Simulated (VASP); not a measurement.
Runs of VASP 6.6.1 on LiF. The structure is that of space group P6_3mc (No. 186), or close to it. The cells are those of the table. 

```tsv
cell	gap on the mesh (eV)	largest force (eV/Å)
a = 3.158, b = 3.158, c = 4.975 Å, angles 90.0, 90.0, 120.0°, 4 atoms	7.07	0.08
a = 2.976, b = 2.976, c = 4.056 Å, angles 90.0, 90.0, 120.0°, 4 atoms	8.69	1.54
a = 3.149, b = 3.149, c = 4.727 Å, angles 90.0, 90.0, 120.0°, 4 atoms	7.31	0.06
a = 3.144, b = 3.144, c = 4.606 Å, angles 90.0, 90.0, 120.0°, 4 atoms	7.43	(a)
a = 3.025, b = 3.025, c = 5.123 Å, angles 90.0, 90.0, 120.0°, 4 atoms	7.41	(b)
```

Alike in all rows: task single point; level LDA; potentials or basis VASP PAW LDA potentials, release 64 (Li_sv, F); no spin polarisation; k mesh 9 × 9 × 6; cutoff (eV) 520; smearing gaussian 0.05 eV.

Problem. Estimate the missing entries.

Solution. (a) 0.18; (b) 0.21.

Caveats: forces of over 1 eV/Å act on the atoms, so gaps and moduli don't describe the material at rest (some runs).

A k mesh can miss the band edges.
